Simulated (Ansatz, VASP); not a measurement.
# CuO in VASP and in Ansatz

```
Cu O
1.0
     0.00000    2.26180    2.26180
     2.26180    0.00000    2.26180
     2.26180    2.26180    0.00000
Cu O
1 1
Direct
  0.00000 0.00000 0.00000
  0.25000 0.25000 0.25000
```

Alike in both runs: task electric field gradients; functional PBE; k mesh 22 × 22 × 22; occupations fermi-dirac, width 0.05 eV; no spin polarisation.

```csv
,VASP,Ansatz
version,VASP 6.6.1,Ansatz 0.2.0
potentials or method,"VASP PAW PBE potentials, release 64 (Cu, O)","PAW with Ansatz's default frozen-core files, scalar-relativistic"
plane-wave cutoff (eV),520,420
valence electrons in the cell,17,25
```

```csv
,VASP,Ansatz,Ansatz less VASP
pressure (GPa),0.7,0.0,-0.66
```

VASP's potentials hold 17 valence electrons a cell and Ansatz's 25, so a difference there can come from the potentials and not from the codes.
